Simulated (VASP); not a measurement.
# TaN (WC type) (P-6m2) in VASP: a series of runs

TaN (WC type) is run at these levels: PBE; tasks: single point.

All numbers are computed with VASP 6.6.1; they aren't measurements. Logs are shortened: lines on timing, memory, paths and dates and some standing lists are left out, and cuts for length are marked.

### Step 1. The cell of the first run

Symmetry: P-6m2, No. 187, hexagonal system. The conventional cell has a = 2.726 Å, b = 2.726 Å, c = 2.716 Å, α = 90.00°, β = 90.00°, γ = 120.00°. Ta (site symmetry -6m2) has 6 N at 2.08 Å and 8 Ta at 2.72 to 2.73 Å within 2.8 Å. Within 2.8 Å of N (site symmetry -6m2) lie 6 Ta at 2.08 Å and 8 N at 2.72 to 2.73 Å.

### Step 2. Single point, PBE

Input file INCAR:

```
PREC = Accurate
ENCUT = 700
EDIFF = 1E-6
ISMEAR = -1
SIGMA = 0.05
LREAL = False
LASPH = True
NELM = 120
ALGO = Normal
ISIF = 2
LWAVE = False
LCHARG = False
GGA = PE
NBANDS = 16
GGA_COMPAT = False
```

Input file KPOINTS:

```
Automatic mesh
0
Gamma
  15 15 13
```

Input file POSCAR:

```
TaN
1.0
    2.7257768986      0.0000000000      0.0000000000
   -1.3628884493      2.3605920392      0.0000000000
    0.0000000000      0.0000000000      2.7155350609
Ta N
1 1
Direct
    0.0000000000      0.0000000000      0.0000000000
    0.3333333333      0.6666666667      0.5000000000
```

Potentials or basis: VASP PAW PBE potentials, release 64 (Ta_sv_GW, N).

On the command line:

```bash
cat potpaw_PBE.64/Ta_sv_GW/POTCAR potpaw_PBE.64/N/POTCAR > POTCAR
mpirun -np 1 vasp_std > vasp.out
```

OUTCAR:

```text
PREC = Accurate
   ENCUT = 700
   EDIFF = 1E-6
   ISMEAR = -1
   LREAL = False
   LASPH = True
   NELM = 120
   ISIF = 2
   GGA = PE

 ion  position               nearest neighbor table
   1  0.000  0.000  0.000-   2 2.08   2 2.08   2 2.08   2 2.08   2 2.08   2 2.08
   2  0.333  0.667  0.500-   1 2.08   1 2.08   1 2.08   1 2.08   1 2.08   1 2.08

  LATTYP: Found a hexagonal cell.
 ALAT       =     2.7257768986
 C/A-ratio  =     0.9962425987

  Lattice vectors:

 A1 = (   2.7257768986,   0.0000000000,   0.0000000000)
 A2 = (  -1.3628884493,   2.3605920392,   0.0000000000)
 A3 = (   0.0000000000,   0.0000000000,   2.7155350609)

Analysis of symmetry for initial positions (statically):
=====================================================================
 Subroutine PRICEL returns:
 Original cell was already a primitive cell.

 Routine SETGRP: Setting up the symmetry group for a
 hexagonal supercell.

 Subroutine GETGRP returns: Found 12 space group operations
 (whereof 12 operations were pure point group operations)
 out of a pool of 24 trial point group operations.

The static configuration has the point symmetry D_3h.

Analysis of symmetry for dynamics (positions and initial velocities):
=====================================================================
 Subroutine PRICEL returns:
 Original cell was already a primitive cell.

 Routine SETGRP: Setting up the symmetry group for a
 hexagonal supercell.

 Subroutine GETGRP returns: Found 12 space group operations
 (whereof 12 operations were pure point group operations)
 out of a pool of 24 trial point group operations.

The dynamic configuration has the point symmetry D_3h.

 Subroutine INISYM returns: Found 12 space group operations
 (whereof 12 operations are pure point group operations),
 and found     1 'primitive' translations

----------------------------------------------------------------------------------------

                                     Primitive cell

  volume of cell :      17.4730

  direct lattice vectors                    reciprocal lattice vectors
     2.725776899  0.000000000  0.000000000     0.366867883  0.211811271  0.000000000
    -1.362888449  2.360592039  0.000000000     0.000000000  0.423622542  0.000000000
     0.000000000  0.000000000  2.715535061     0.000000000  0.000000000  0.368251552

  length of vectors
     2.725776899  2.725776899  2.715535061     0.423622542  0.423622542  0.368251552

  position of ions in fractional coordinates (direct lattice)
     0.000000000  0.000000000  0.000000000
     0.333333333  0.666666667  0.500000000

  ion indices of the primitive-cell ions
   primitive index   ion index
                 1           1
                 2           2

----------------------------------------------------------------------------------------

 KPOINTS: Automatic mesh

Automatic generation of k-mesh.
 Grid dimensions read from file:
 generate k-points for:   15   15   13

 Generating k-lattice:

  Cartesian coordinates                     Fractional coordinates (reciprocal lattice)
     0.024457859  0.014120751  0.000000000     0.066666667  0.000000000  0.000000000
     0.000000000  0.028241503  0.000000000     0.000000000  0.066666667  0.000000000
     0.000000000  0.000000000  0.028327042     0.000000000  0.000000000  0.076923077

  Length of vectors
     0.028241503  0.028241503  0.028327042

  Shift w.r.t. Gamma in fractional coordinates (k-lattice)
     0.000000000  0.000000000  0.000000000

 Subroutine IBZKPT returns following result:
 ===========================================

 Found    189 irreducible k-points:

 Following reciprocal coordinates:
            Coordinates               Weight
  0.000000  0.000000  0.000000      1.000000
  0.066667 -0.000000  0.000000      6.000000
  0.133333 -0.000000  0.000000      6.000000
  0.200000 -0.000000  0.000000      6.000000
  0.266667 -0.000000  0.000000      6.000000
  0.333333 -0.000000  0.000000      6.000000
[... 16 lines left out ...]
  0.333333  0.200000  0.000000     12.000000
  0.400000  0.200000  0.000000      6.000000
 [... further k-points ...]
   k-points           NKPTS =    189   k-points in BZ     NKDIM =    189   number of bands    NBANDS=     16
   number of dos      NEDOS =    301   number of ions     NIONS =      2
   total plane-waves  NPLWV =  13824
   dimension x,y,z NGX =    24 NGY =   24 NGZ =   24
   dimension x,y,z NGXF=    48 NGYF=   48 NGZF=   48
   ions per type =               1   1
   NGX,Y,Z   is equivalent  to a cutoff of  14.64, 14.64, 14.69 a.u.
   NGXF,Y,Z  is equivalent  to a cutoff of  29.28, 29.28, 29.39 a.u.
 SYSTEM =  unknown system
   PREC   = accura    normal or accurate (medium, high low for compatibility)
   ISTART =      0    job   : 0-new  1-cont  2-samecut
   ICHARG =      2    charge: 1-file 2-atom 10-const
   ISPIN  =      1    spin polarized calculation?
   LNONCOLLINEAR =      F non collinear calculations
   LSORBIT =      F    spin-orbit coupling
   LASPH  =      T    aspherical Exc in radial PAW
   ENCUT  =  700.0 eV  51.45 Ry    7.17 a.u.   5.88  5.88  5.86*2*pi/ulx,y,z
   NELM   =    120;   NELMIN=  2; NELMDL= -5     # of ELM steps
   EDIFF  = 0.1E-05   stopping-criterion for ELM
   LREAL  =      F    real-space projection
[... 7 lines left out ...]
   TEBEG  =    0.0;   TEEND  =   0.0 temperature during run
   PSTRESS=    0.0 pullay stress
   NELECT =      18.0000    total number of electrons
   NUPDOWN=      -1.0000    fix difference up-down
   EMIN   =  10.00;   EMAX   =-10.00  energy-range for DOS
   EFERMI =   0.00;   METHOD = LEGACY
   ISMEAR =    -1;   SIGMA  =   0.05  broadening in eV -4-tet -1-fermi 0-gaus
   EFERMI_NEDOS =   21; number of points for ismear=-14 and -15
   IALGO  =     38    algorithm
   IMIX   =      4    mixing-type and parameters
     AMIX     =   0.40;   BMIX     =  1.00
     AMIX_MAG =   1.60;   BMIX_MAG =  1.00
  volume/ion in A,a.u.               =       8.74        58.96
  Fermi-wavevector in a.u.,A,eV,Ry     =   1.653396  3.124465 37.194478  2.733717
  Thomas-Fermi vector in A             =   2.741841
   LORBIT       =      0    0 simple, 1 ext, 2 COOP (PROOUT), +10 PAW based schemes
   GGA     = PE    functional components
   LHFCALC =     F    Hartree Fock is set to
   AEXX    =    0.0000 exact exchange contribution
   IVDW    =     0    specifies the selected vdW correction
   LEPSILON=     F    determine dielectric tensor
   LRPA    =     F    only Hartree local field effects (RPA)
 non-spin polarized calculation
  energy-cutoff  :      700.00
  volume of cell :       17.47
 maximum number of plane-waves:       761
 NGX is ok and might be reduce to    24
   NGX = 11   NGY = 11   NGZ = 11

 number of electron      18.0000000 magnetization

 Free energy of the ion-electron system (eV)
  ---------------------------------------------------
  ext. energy  EPLUGINS =         0.00000000
  ---------------------------------------------------
  free energy    TOTEN  =       -23.59323763 eV

  energy without entropy =      -23.59209991  energy(sigma->0) =      -23.59266877

 E-fermi :  15.8512     XC(G=0): -14.9522

 val. band max:       15.7739117340   @ k =   0.0667  -0.0000   0.4615
 cond. band min:      15.8572787225   @ k =   0.4667   0.0667   0.4615
 fundamental gap:      0.0833669885
 Fermi energy:        15.8511590006

 k-point     1 :       0.0000    0.0000    0.0000
  band No.  band energies     occupation
      1     -52.2914      2.00000
      2     -18.5620      2.00000
      3     -18.0505      2.00000
      4     -18.0505      2.00000
      5      -3.6004      2.00000
      6      10.3209      2.00000
[... 8 lines left out ...]
     15      30.5028      0.00000
     16      34.0565      0.00000

 k-point     2 :       0.0667   -0.0000    0.0000
  band No.  band energies     occupation
      1     -52.2825      2.00000
      2     -18.5479      2.00000
      3     -18.1595      2.00000
      4     -18.0722      2.00000
      5      -3.4609      2.00000
      6       9.9642      2.00000
[... 8 lines left out ...]
     15      30.4578      0.00000
     16      34.2953      0.00000

 k-point     3 :       0.1333   -0.0000    0.0000
  band No.  band energies     occupation
      1     -52.2577      2.00000
      2     -18.5081      2.00000
      3     -18.4580      2.00000
      4     -18.1328      2.00000
      5      -3.0718      2.00000
      6       9.2488      2.00000
[... 8 lines left out ...]
     15      30.3518      0.00000
     16      34.9812      0.00000

 k-point     4 :       0.2000   -0.0000    0.0000
  band No.  band energies     occupation
      1     -52.2209      2.00000
      2     -18.8746      2.00000
      3     -18.4490      2.00000
      4     -18.2209      2.00000
      5      -2.5086      2.00000
      6       8.4060      2.00000
[... 8 lines left out ...]
     15      30.3503      0.00000
     16      34.9190      0.00000

 k-point     5 :       0.2667   -0.0000    0.0000
  band No.  band energies     occupation
      1     -52.1784      2.00000
      2     -19.3242      2.00000
      3     -18.3802      2.00000
      4     -18.3199      2.00000
      5      -1.8671      2.00000
      6       7.6193      2.00000
[... 8 lines left out ...]
     15      30.6941      0.00000
     16      35.2295      0.00000

 k-point     6 :       0.3333   -0.0000    0.0000
  band No.  band energies     occupation
      1     -52.1376      2.00000
      2     -19.7299      2.00000
      3     -18.4128      2.00000
      4     -18.3135      2.00000
      5      -1.2480      2.00000
      6       6.9922      2.00000
[... 8 lines left out ...]
     15      31.3644      0.00000
     16      35.2308      0.00000

 k-point     7 :       0.4000   -0.0000    0.0000
  band No.  band energies     occupation
      1     -52.1054      2.00000
      2     -20.0327      2.00000
      3     -18.4840      2.00000
      4     -18.2608      2.00000
      5      -0.7532      2.00000
      6       6.5718      2.00000
[... 8 lines left out ...]
     15      31.3049      0.00000
     16      34.1324      0.00000

 k-point     8 :       0.4667    0.0000    0.0000
  band No.  band energies     occupation
      1     -52.0877      2.00000
      2     -20.1936      2.00000
      3     -18.5226      2.00000
      4     -18.2317      2.00000
      5      -0.4758      2.00000
      6       6.3668      2.00000
[... 8 lines left out ...]
     15      30.1227      0.00000
     16      34.4000      0.00000

 k-point     9 :       0.0667    0.0667    0.0000
  band No.  band energies     occupation
      1     -52.2657      2.00000
      2     -18.5210      2.00000
      3     -18.3593      2.00000
      4     -18.1172      2.00000
      5      -3.1965      2.00000
      6       9.4733      2.00000
[... 8 lines left out ...]
     15      30.3867      0.00000
     16      34.6536      0.00000
[... 172 lines left out ...]
 k-point    19 :       0.3333    0.1333    0.0000
  band No.  band energies     occupation
      1     -52.0955      2.00000
      2     -19.9606      2.00000
      3     -18.7113      2.00000
      4     -18.2447      2.00000
      5      -0.5080      2.00000
      6       6.7067      2.00000
[... 8 lines left out ...]
     15      31.6848      0.00000
     16      33.7878      0.00000

 k-point    20 :       0.4000    0.1333    0.0000
  band No.  band energies     occupation
      1     -52.0793      2.00000
      2     -20.0903      2.00000
      3     -18.7693      2.00000
      4     -18.2181      2.00000
      5      -0.2342      2.00000
      6       6.5536      2.00000
[... 8 lines left out ...]
     15      30.7603      0.00000
     16      34.2692      0.00000

 k-point    21 :       0.2000    0.2000    0.0000
  band No.  band energies     occupation
      1     -52.1277      2.00000
      2     -19.6372      2.00000
      3     -18.6621      2.00000
      4     -18.2976      2.00000
      5      -1.0167      2.00000
      6       7.1445      2.00000
[... 8 lines left out ...]
     15      31.5267      0.00000
     16      34.7819      0.00000

 k-point    22 :       0.2667    0.2000    0.0000
  band No.  band energies     occupation
      1     -52.0974      2.00000
      2     -19.8244      2.00000
      3     -18.8494      2.00000
      4     -18.2479      2.00000
      5      -0.4901      2.00000
      6       6.8964      2.00000
[... 8 lines left out ...]
     15      32.1248      0.00000
     16      33.6368      0.00000

 k-point    23 :       0.3333    0.2000    0.0000
  band No.  band energies     occupation
      1     -52.0766      2.00000
      2     -19.9410      2.00000
      3     -18.9833      2.00000
      4     -18.2140      2.00000
      5      -0.1156      2.00000
      6       6.7734      2.00000
[... 8 lines left out ...]
     15      31.7631      0.00000
     16      33.9111      0.00000

 k-point    24 :       0.4000    0.2000    0.0000
  band No.  band energies     occupation
      1     -52.0693      2.00000
      2     -19.9804      2.00000
      3     -19.0318      2.00000
      4     -18.2019      2.00000
      5       0.0206      2.00000
      6       6.7414      2.00000
[... 8 lines left out ...]
     15      31.2259      0.00000
     16      34.3450      0.00000

 [... further k-points ...]
[... 5 lines left out ...]
  --------------------------------------------------------------------------------------
  -------------------------------------------------------------------------------------
  Total       13.2516215     13.2516215     13.3134828     -0.0000000     -0.0000000     -0.0000000
  in kB     1215.1025918   1215.1025917   1220.7749417     -0.0000000     -0.0000000     -0.0000000
  external PRESSURE =    1216.9933751 kB  Pullay stress =       0.0000000 kB

 VOLUME and BASIS-vectors are now :
 -----------------------------------------------------------------------------
  energy-cutoff  :      700.00
  volume of cell :       17.47
      direct lattice vectors                 reciprocal lattice vectors
     2.725776899  0.000000000  0.000000000     0.366867883  0.211811271  0.000000000
    -1.362888449  2.360592039  0.000000000     0.000000000  0.423622542  0.000000000
     0.000000000  0.000000000  2.715535061     0.000000000  0.000000000  0.368251552

 POSITION                                       TOTAL-FORCE (eV/Angst)
 -----------------------------------------------------------------------------------
      0.00000      0.00000      0.00000        -0.000000      0.000000      0.000000
     -0.00000      1.57373      1.35777         0.000000     -0.000000      0.000000
 -----------------------------------------------------------------------------------
    total drift:                                0.000000     -0.000000     -0.000000

  FREE ENERGIE OF THE ION-ELECTRON SYSTEM (eV)
  ---------------------------------------------------
  free  energy   TOTEN  =       -23.5932376258 eV

  energy  without entropy=      -23.5920999094  energy(sigma->0) =      -23.59266877
```

Run time: 41 s. Hardware: 1 thread of Intel Xeon Platinum 8175M at 2.50GHz (Skylake/Cascade Lake), shared host; peak memory 0.21 GiB.

What came out:

```yaml
Free_energy: -23.5932 eV
Pressure: 121.7 GPa
Band_gap_on_the_k_mesh: zero (bands 9 and 10 overlap by 0.62 eV)
```

Stress tensor (GPa, compression positive):
```
121.51   0.00   0.00
  0.00 121.51   0.00
  0.00   0.00 122.08
```

Caveat: the cell stands under pressure; spin-orbit coupling is left out, which moves the levels of the heavy elements.

### Step 3. Single point, PBE (6.99 Å³/atom)

This run uses another cell than the first one, of 6.99 Å³/atom.

Input file INCAR:

```
SYSTEM = TaN
PREC = Accurate
ENCUT = 700
EDIFF = 1E-6
ISMEAR = -1
SIGMA = 0.05
LREAL = .False.
LASPH = .True.
NELM = 120
ALGO = Normal
ISIF = 2
LWAVE = .False.
LCHARG = .False.
GGA = PE
NBANDS = 16
GGA_COMPAT = .False.
```

Input file KPOINTS:

```
Automatic mesh
0
Gamma
  15 15 13
  0 0 0
```

Input file POSCAR:

```
TaN
1.0
    2.5161187071      0.0000000000      0.0000000000
   -1.2580593536      2.1790227193      0.0000000000
    0.0000000000      0.0000000000      2.5495513361
Ta N
1 1
Direct
    0.0000000000      0.0000000000      0.0000000000
    0.3333333333      0.6666666667      0.5000000000
```

Potentials or basis: VASP PAW PBE potentials, release 64 (Ta_sv_GW, N).

On the command line:

```bash
cat potpaw_PBE.64/Ta_sv_GW/POTCAR potpaw_PBE.64/N/POTCAR > POTCAR
mpirun -np 1 vasp_std > vasp.out
```

Run time: 20 s. Hardware: 1 thread of Intel Xeon 6975P-C (Granite Rapids), shared host; peak memory 0.2 GiB.

The run converged. Its results:

| Property | Result |
| --- | --- |
| Free energy | -18.4919 eV |
| Pressure | 385.7 GPa |
| Band gap on the k mesh | zero (bands 9 and 10 overlap by 1.79 eV) |

Stress tensor (GPa, compression positive):
```
385.11   0.00   0.00
  0.00 385.11   0.00
  0.00   0.00 386.87
```

Levels at points of the mesh, in eV from the Fermi level:
```
           k point  band 7  band 8  band 9  band 10  band 11  band 12
(0.00, 0.00, 0.00)   -7.19   -7.19   -3.82     5.01     5.01     5.05
```

Caveat: the cell stands under pressure; spin-orbit coupling is left out, which moves the levels of the heavy elements.

### Step 4. Single point, PBE

This run uses another cell than the first one, of 6.01 Å³/atom.

Input file INCAR:

```
SYSTEM = TaN
ALGO = Normal
EDIFF = 1E-6
ENCUT = 700
GGA = PE
GGA_COMPAT = .FALSE.
ISIF = 2
ISMEAR = -1
LASPH = .TRUE.
LCHARG = .FALSE.
LREAL = .FALSE.
LWAVE = .FALSE.
NBANDS = 16
NELM = 120
PREC = Accurate
SIGMA = 0.05
```

Input file KPOINTS:

```
k-points
0
G
  15 15 13
  0 0 0
```

Input file POSCAR:

```
TaN
1.0
    2.3775349360      0.0000000000      0.0000000000
   -1.1887674680      2.0590056529      0.0000000000
    0.0000000000      0.0000000000      2.4538890090
Ta N
1 1
Direct
    0.0000000000      0.0000000000      0.0000000000
    0.3333333333      0.6666666667      0.5000000000
```

On the command line:

```bash
cat potpaw_PBE.64/Ta_sv_GW/POTCAR potpaw_PBE.64/N/POTCAR > POTCAR
mpirun -np 1 vasp_std > vasp.out
```

Run time: 30 s. Hardware: 1 thread of AMD EPYC 9R45 (Zen 5), shared host; peak memory 0.17 GiB.

The run converged, but its numbers aren't listed here, since they failed a check.

Caveat: the cell stands under pressure; spin-orbit coupling is left out, which moves the levels of the heavy elements.

(Continued in part 2 of 2.)

The gap in the log of VASP goes by the Fermi energy; the results here count the filled bands.